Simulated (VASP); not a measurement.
# Na (I-43m) in VASP: single point with PBE

Aim: the single point of Na with PBE.

All numbers are computed with VASP 6.6.1; they aren't measurements. Logs are shortened: lines on timing, memory, paths and dates and some standing lists are left out, and cuts for length are marked.

## Step 1: The cell of the first run

The structure is cubic, space group I-43m (No. 217). Conventional cell: a = 13.005 Å, b = 13.005 Å, c = 13.005 Å, α = 90.00°, β = 90.00°, γ = 90.00°. Na (site symmetry -43m) has 16 Na at 4.04 to 4.10 Å within 5.3 Å. Na (site symmetry 3m) has 16 Na at 3.65 to 4.42 Å within 4.8 Å. Within 4.5 Å of Na (site symmetry m) lie 12 Na at 3.40 to 4.17 Å. Na (site symmetry m) has 13 Na at 3.51 to 4.42 Å within 4.6 Å.

## Step 2: Single point, PBE

The input, INCAR:

```
  ALGO = Fast
  EDIFF = 1E-7
  ENCUT = 520
  GGA = PE
  ISIF = 2
  ISMEAR = 0
  LASPH = T
  LCHARG = F
  LREAL = Auto
  LWAVE = F
  NBANDS = 122
  NELM = 60
  PREC = Accurate
  SIGMA = 0.1
```

The input, KPOINTS:

```
k-points
0
Gamma
  2 2 2
```

The input, POSCAR:

```
Na
1.0
   -6.5024311600      6.5024311600      6.5024311600
    6.5024311600     -6.5024311600      6.5024311600
    6.5024311600      6.5024311600     -6.5024311600
Na
29
Direct
    0.0000000000      0.0000000000      0.0000000000
    0.6357198200      0.0000000000      0.0000000000
    0.3745679700      0.1898184200      0.0000000000
    0.1898184200      0.3745679700      0.0000000000
    0.6822743800      0.4056827400      0.0000000000
    0.0000000000      0.6357198200      0.0000000000
    0.4056827400      0.6822743800      0.0000000000
    0.8101815800      0.8101815800      0.1847495500
    0.3745679700      0.0000000000      0.1898184200
    0.0000000000      0.3745679700      0.1898184200
    0.5943172600      0.5943172600      0.2765916400
    0.7234083600      0.3177256200      0.3177256200
    0.3177256200      0.7234083600      0.3177256200
    0.3642801800      0.3642801800      0.3642801800
    0.1898184200      0.0000000000      0.3745679700
    0.0000000000      0.1898184200      0.3745679700
    0.6822743800      0.0000000000      0.4056827400
    0.0000000000      0.6822743800      0.4056827400
    0.5943172600      0.2765916400      0.5943172600
    0.2765916400      0.5943172600      0.5943172600
    0.8152504500      0.6254320300      0.6254320300
    0.6254320300      0.8152504500      0.6254320300
    0.0000000000      0.0000000000      0.6357198200
    0.4056827400      0.0000000000      0.6822743800
    0.0000000000      0.4056827400      0.6822743800
    0.3177256200      0.3177256200      0.7234083600
    0.8101815800      0.1847495500      0.8101815800
    0.1847495500      0.8101815800      0.8101815800
    0.6254320300      0.6254320300      0.8152504500
```

Potentials or basis: VASP PAW PBE potentials, release 64 (Na_pv).

Launch:

```bash
$ cat potpaw_PBE.64/Na_pv/POTCAR > POTCAR
$ mpirun -np 1 vasp_std > vasp.out
```

OUTCAR:

```text
EDIFF = 1E-7
   ENCUT = 520
   GGA = PE
   ISIF = 2
   ISMEAR = 0
   LASPH = T
   LREAL = Auto
   NELM = 60
   PREC = Accurate

 ion  position               nearest neighbor table
   1  0.000  0.000  0.000-
   2  0.636  0.000  0.000-
   3  0.375  0.190  0.000-
   4  0.190  0.375  0.000-
   5  0.682  0.406  0.000-
   6  0.000  0.636  0.000-
[... 21 lines left out ...]
  28  0.185  0.810  0.810-
  29  0.625  0.625  0.815-

  LATTYP: Found a body centered cubic cell.
 ALAT       =    13.0048623200

  Lattice vectors:

 A1 = (  -6.5024311600,   6.5024311600,   6.5024311600)
 A2 = (   6.5024311600,  -6.5024311600,   6.5024311600)
 A3 = (   6.5024311600,   6.5024311600,  -6.5024311600)

Analysis of symmetry for initial positions (statically):
=====================================================================
 Subroutine PRICEL returns:
 Original cell was already a primitive cell.

 Routine SETGRP: Setting up the symmetry group for a
 body centered cubic supercell.

 Subroutine GETGRP returns: Found 24 space group operations
 (whereof 24 operations were pure point group operations)
 out of a pool of 48 trial point group operations.

The static configuration has the point symmetry T_d .

Analysis of symmetry for dynamics (positions and initial velocities):
=====================================================================
 Subroutine PRICEL returns:
 Original cell was already a primitive cell.

 Routine SETGRP: Setting up the symmetry group for a
 body centered cubic supercell.

 Subroutine GETGRP returns: Found 24 space group operations
 (whereof 24 operations were pure point group operations)
 out of a pool of 48 trial point group operations.

The dynamic configuration has the point symmetry T_d .

 Subroutine INISYM returns: Found 24 space group operations
 (whereof 24 operations are pure point group operations),
 and found     1 'primitive' translations

----------------------------------------------------------------------------------------

                                     Primitive cell

  volume of cell :    1099.7331

  direct lattice vectors                    reciprocal lattice vectors
    -6.502431160  6.502431160  6.502431160     0.000000000  0.076894317  0.076894317
     6.502431160 -6.502431160  6.502431160     0.076894317  0.000000000  0.076894317
     6.502431160  6.502431160 -6.502431160     0.076894317  0.076894317  0.000000000

  length of vectors
    11.262541142 11.262541142 11.262541142     0.108744985  0.108744985  0.108744985

  position of ions in fractional coordinates (direct lattice)
     0.000000000  0.000000000  0.000000000
     0.635719820  0.000000000  0.000000000
     0.374567970  0.189818420  0.000000000
     0.189818420  0.374567970  0.000000000
     0.682274380  0.405682740  0.000000000
     0.000000000  0.635719820  0.000000000
[... 21 lines left out ...]
     0.184749550  0.810181580  0.810181580
     0.625432030  0.625432030  0.815250450

  ion indices of the primitive-cell ions
   primitive index   ion index
                 1           1
                 2           2
                 3           3
                 4           4
                 5           5
                 6           6
[... 21 lines left out ...]
                28          28
                29          29

----------------------------------------------------------------------------------------

 KPOINTS: k-points

Automatic generation of k-mesh.
 Grid dimensions read from file:
 generate k-points for:    2    2    2

 Generating k-lattice:

  Cartesian coordinates                     Fractional coordinates (reciprocal lattice)
     0.000000000  0.038447158  0.038447158     0.500000000  0.000000000  0.000000000
     0.038447158  0.000000000  0.038447158     0.000000000  0.500000000  0.000000000
     0.038447158  0.038447158  0.000000000     0.000000000  0.000000000  0.500000000

  Length of vectors
     0.054372493  0.054372493  0.054372493

  Shift w.r.t. Gamma in fractional coordinates (k-lattice)
     0.000000000  0.000000000  0.000000000

 Subroutine IBZKPT returns following result:
 ===========================================

 Found      3 irreducible k-points:

 Following reciprocal coordinates:
            Coordinates               Weight
  0.000000  0.000000  0.000000      1.000000
  0.500000  0.000000  0.000000      6.000000
  0.500000  0.500000  0.500000      1.000000
   k-points           NKPTS =      3   k-points in BZ     NKDIM =      3   number of bands    NBANDS=    122
   number of dos      NEDOS =    301   number of ions     NIONS =     29
   total plane-waves  NPLWV = 592704
   dimension x,y,z NGX =    84 NGY =   84 NGZ =   84
   dimension x,y,z NGXF=   168 NGYF=  168 NGZF=  168
   ions per type =              29
   NGX,Y,Z   is equivalent  to a cutoff of  12.40, 12.40, 12.40 a.u.
   NGXF,Y,Z  is equivalent  to a cutoff of  24.80, 24.80, 24.80 a.u.
 SYSTEM =  unknown system
   PREC   = accura    normal or accurate (medium, high low for compatibility)
   ISTART =      0    job   : 0-new  1-cont  2-samecut
   ICHARG =      2    charge: 1-file 2-atom 10-const
   ISPIN  =      1    spin polarized calculation?
   LNONCOLLINEAR =      F non collinear calculations
   LSORBIT =      F    spin-orbit coupling
   LASPH  =      T    aspherical Exc in radial PAW
   ENCUT  =  520.0 eV  38.22 Ry    6.18 a.u.  20.94 20.94 20.94*2*pi/ulx,y,z
   NELM   =     60;   NELMIN=  2; NELMDL= -5     # of ELM steps
   EDIFF  = 0.1E-06   stopping-criterion for ELM
   LREAL  =      T    real-space projection
   EDIFFG = 0.1E-05   stopping-criterion for IOM
   NSW    =      0    number of steps for IOM
   IBRION =     -1    ionic relax: 0-MD 1-quasi-New 2-CG
   NFREE  =      0    steps in history (QN), initial steepest desc. (CG)
   ISIF   =      2    stress and relaxation
   ISYM   =      2    0-nonsym 1-usesym 2-fastsym
   POTIM  = 0.5000    time-step for ionic-motion
   TEBEG  =    0.0;   TEEND  =   0.0 temperature during run
   PSTRESS=    0.0 pullay stress
   NELECT =     203.0000    total number of electrons
   NUPDOWN=      -1.0000    fix difference up-down
   EMIN   =  10.00;   EMAX   =-10.00  energy-range for DOS
   EFERMI =   0.00;   METHOD = LEGACY
   ISMEAR =     0;   SIGMA  =   0.10  broadening in eV -4-tet -1-fermi 0-gaus
   EFERMI_NEDOS =   21; number of points for ismear=-14 and -15
   IALGO  =     68    algorithm
   IMIX   =      4    mixing-type and parameters
     AMIX     =   0.40;   BMIX     =  1.00
     AMIX_MAG =   1.60;   BMIX_MAG =  1.00
  volume/ion in A,a.u.               =      37.92       255.91
  Fermi-wavevector in a.u.,A,eV,Ry     =   0.932133  1.761475 11.821713  0.868871
  Thomas-Fermi vector in A             =   2.058699
   LORBIT       =      0    0 simple, 1 ext, 2 COOP (PROOUT), +10 PAW based schemes
   GGA     = PE    functional components
   LHFCALC =     F    Hartree Fock is set to
   AEXX    =    0.0000 exact exchange contribution
   IVDW    =     0    specifies the selected vdW correction
   LEPSILON=     F    determine dielectric tensor
   LRPA    =     F    only Hartree local field effects (RPA)
 non-spin polarized calculation
 RMM-DIIS sequential band-by-band and
 Gauss-broadening in eV      SIGMA  =   0.10
  energy-cutoff  :      520.00
  volume of cell :     1099.73
 maximum number of plane-waves:     29634
 NGX is ok and might be reduce to    84
   NGX = 41   NGY = 41   NGZ = 41

 number of electron     202.9999895 magnetization

 Free energy of the ion-electron system (eV)
  ---------------------------------------------------
  ext. energy  EPLUGINS =         0.00000000
  ---------------------------------------------------
  free energy    TOTEN  =       -36.99454551 eV

  energy without entropy =      -36.68375897  energy(sigma->0) =      -36.83915224

 E-fermi :   0.1787     XC(G=0):  -6.4402

 val. band max:        0.1780289403   @ k =   0.5000   0.0000   0.0000
 cond. band min:       0.1834602397   @ k =   0.5000   0.0000   0.0000
 fundamental gap:      0.0054312994
 Fermi energy:         0.1786879410

 k-point     1 :       0.0000    0.0000    0.0000
  band No.  band energies     occupation
      1     -24.7531      2.00000
      2     -24.7531      2.00000
      3     -24.7531      2.00000
      4     -24.7054      2.00000
      5     -24.7051      2.00000
      6     -24.7051      2.00000
[... 105 lines left out ...]
    112       2.0631      0.00000
    113       2.1092      0.00000

 k-point     2 :       0.5000    0.0000    0.0000
  band No.  band energies     occupation
      1     -24.7531      2.00000
      2     -24.7531      2.00000
      3     -24.7531      2.00000
      4     -24.7049      2.00000
      5     -24.7049      2.00000
      6     -24.7048      2.00000
[... 105 lines left out ...]
    112       1.6960      0.00000
    113       1.7922      0.00000

 k-point     3 :       0.5000    0.5000    0.5000
  band No.  band energies     occupation
      1     -24.7531      2.00000
      2     -24.7531      2.00000
      3     -24.7531      2.00000
      4     -24.7048      2.00000
      5     -24.7048      2.00000
      6     -24.7048      2.00000
[... 105 lines left out ...]
    112       1.3546      0.00000
    113       1.3546      0.00000
 [bands above 113 left out]

------------------------ aborting loop because EDIFF is reached ----------------------------------------

  FORCE on cell =-STRESS in cart. coord.  units (eV):
  Direction    XX          YY          ZZ          XY          YZ          ZX
  --------------------------------------------------------------------------------------
  -------------------------------------------------------------------------------------
  Total       -0.0929961     -0.0929961     -0.0929961     -0.0000000     -0.0000000     -0.0000000
  in kB       -0.1354840     -0.1354840     -0.1354840     -0.0000000     -0.0000000     -0.0000000
  external PRESSURE =      -0.1354840 kB  Pullay stress =       0.0000000 kB

 VOLUME and BASIS-vectors are now :
 -----------------------------------------------------------------------------
  energy-cutoff  :      520.00
  volume of cell :     1099.73
      direct lattice vectors                 reciprocal lattice vectors
    -6.502431160  6.502431160  6.502431160     0.000000000  0.076894317  0.076894317
     6.502431160 -6.502431160  6.502431160     0.076894317  0.000000000  0.076894317
     6.502431160  6.502431160 -6.502431160     0.076894317  0.076894317  0.000000000

 POSITION                                       TOTAL-FORCE (eV/Angst)
 -----------------------------------------------------------------------------------
      0.00000      0.00000      0.00000         0.000000     -0.000000      0.000000
     -4.13372      4.13372      4.13372        -0.004883      0.004883      0.004883
     -1.20132      1.20132      3.66988        -0.002859      0.002859      0.000946
      1.20132     -1.20132      3.66988         0.002859     -0.002859      0.000946
     -1.79852      1.79852      7.07437        -0.004619      0.004619      0.001342
      4.13372     -4.13372      4.13372         0.004883     -0.004883      0.004883
[... 21 lines left out ...]
      9.33498      1.20132      1.20132        -0.000946      0.002859      0.002859
      5.30111      5.30111      2.83255        -0.002859     -0.002859     -0.000946
 -----------------------------------------------------------------------------------
    total drift:                                0.000002      0.000002      0.000001

  FREE ENERGIE OF THE ION-ELECTRON SYSTEM (eV)
  ---------------------------------------------------
  free  energy   TOTEN  =       -36.9945455106 eV

  energy  without entropy=      -36.6837589729  energy(sigma->0) =      -36.83915224
```

It took 6 min on 1 thread of Intel Xeon 6975P-C (Granite Rapids), shared host; peak memory 1.2 GiB.

Results:

```
Free energy            : -36.9945 eV
Pressure               : 0.0 GPa
Largest force          : 0.008 eV/Å
Band gap on the k mesh : zero (an odd number of electrons rules out a gap without spin polarisation)
```

Forces in eV/Å, atoms in the order of the input:
```
Na   0.000  0.000  0.000
Na  -0.005  0.005  0.005
Na  -0.003  0.003  0.001
Na   0.003 -0.003  0.001
Na  -0.005  0.005  0.001
Na   0.005 -0.005  0.005
Na   0.005 -0.005  0.001
Na   0.003  0.003 -0.001
Na  -0.003  0.001  0.003
Na   0.001 -0.003  0.003
Na   0.005  0.005 -0.001
Na  -0.001 -0.005 -0.005
Na  -0.005 -0.001 -0.005
Na  -0.005 -0.005 -0.005
Na   0.003  0.001 -0.003
Na   0.001  0.003 -0.003
Na  -0.005  0.001  0.005
Na   0.001 -0.005  0.005
Na   0.005 -0.001  0.005
Na  -0.001  0.005  0.005
Na  -0.001 -0.003 -0.003
Na  -0.003 -0.001 -0.003
Na   0.005  0.005 -0.005
Na   0.005  0.001 -0.005
Na   0.001  0.005 -0.005
Na  -0.005 -0.005 -0.001
Na   0.003 -0.001  0.003
Na  -0.001  0.003  0.003
Na  -0.003 -0.003 -0.001
```
